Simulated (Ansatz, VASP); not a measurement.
BaTe: VASP beside Ansatz

Contents of POSCAR:

```
BaTe
1.0
    0.0000000000      3.5316033800      3.5316033800
    3.5316033800      0.0000000000      3.5316033800
    3.5316033800      3.5316033800      0.0000000000
Ba Te
1 1
Direct
    0.0000000000      0.0000000000      0.0000000000
    0.5000000000      0.5000000000      0.5000000000
```

File INCAR.step1:

```
SYSTEM = BaTe
PREC = Accurate
ENCUT = 520
ISMEAR = -1
SIGMA = 0.02
LREAL = .False.
LASPH = .True.
NELM = 150
MAGMOM = 0 0 0 0 0 0
LSORBIT = .True.
GGA_COMPAT = .False.
NBANDS = 28
GGA = PE
ALGO = Normal
EDIFF = 1E-4
LWAVE = .True.
LCHARG = .False.
```

File INCAR.step2:

```
SYSTEM = BaTe
PREC = Accurate
ENCUT = 520
EDIFF = 1E-6
ISMEAR = -1
SIGMA = 0.02
LREAL = .False.
LASPH = .True.
NELM = 150
ALGO = Normal
ISIF = 2
LWAVE = .False.
LCHARG = .True.
MAGMOM = 0 0 0 0 0 0
LORBIT = 11
LSORBIT = .True.
GGA_COMPAT = .False.
LORBMOM = .True.
METAGGA = R2SCAN
LMIXTAU = .True.
LVHAR = .True.
NBANDS = 28
ISTART = 1
```

The input KPOINTS:

```
Automatic mesh
0
Gamma
  8 8 8
  0 0 0
```

Input for Ansatz:

```yaml
crystal:
  lattice:
    - [0.0, 3.53160338, 3.53160338]
    - [3.53160338, 0.0, 3.53160338]
    - [3.53160338, 3.53160338, 0.0]
  atoms:
    - { symbol: Ba, position: [0.0, 0.0, 0.0] }
    - { symbol: Te, position: [0.5, 0.5, 0.5] }
  symmetry: { tolerance: 0.0003 }
hamiltonian:
  xc: r2scan
  pseudopotentials: { kind: paw_fr, azcp: { folder: soft_1 } }
basis:
  ecutwfc: 500
magnetization:
  noncollinear: true
  spin_orbit: true
scf:
  occupations: { method: fermi_dirac, width: 0.02 }
kpoints:
  mp_grid: { grid: [8, 8, 8], shift: [0, 0, 0] }
  band_path:
    path:
      - [0.0, 0.0, 0.0]
      - [0.5, 0.0, 0.5]
      - [0.625, 0.25, 0.625]
      - [0.375, 0.375, 0.75]
      - [0.0, 0.0, 0.0]
      - [0.5, 0.5, 0.5]
      - [0.5, 0.25, 0.75]
      - [0.5, 0.0, 0.5]
    npoints: 10
output:
  forces: true
  stress: true
  eigenvalues: true
  bader: true
  populations: true
  elf: true
  write_potential: true
  write_density: true
  volumetric_format: npy
  dos:
    e_range: [-12, 8]
    de: 0.05
    projected: { site_lists: { Ba: [Ba], Te: [Te] } }
    method: { smearing: { sigma: 0.1, scheme: gaussian } }
```

Alike in both runs: task single point; functional r2SCAN; k mesh 8 × 8 × 8; occupations fermi-dirac, width 0.02 eV; non-collinear spin, spin-orbit coupling.

|  | VASP | Ansatz |
| --- | --- | --- |
| version | VASP 6.6.1 | Ansatz 0.2.0 |
| potentials or method | VASP PAW PBE potentials, release 64 (Ba_sv, Te), cutoff 520 eV | PAW plane waves |
| valence electrons in the cell | 16 | 26 |

```csv
,VASP,Ansatz,Ansatz less VASP
pressure (GPa),0.3,0.0,-0.32
net moment per atom (μB),0.00,0.00,0.000
```

VASP's potentials were made for PBE, not for r2SCAN. With one functional, cell and mesh, what is left measures potentials, basis and numerics. VASP's potentials hold 16 valence electrons a cell and Ansatz's 26, so a difference there can come from the potentials and not from the codes.
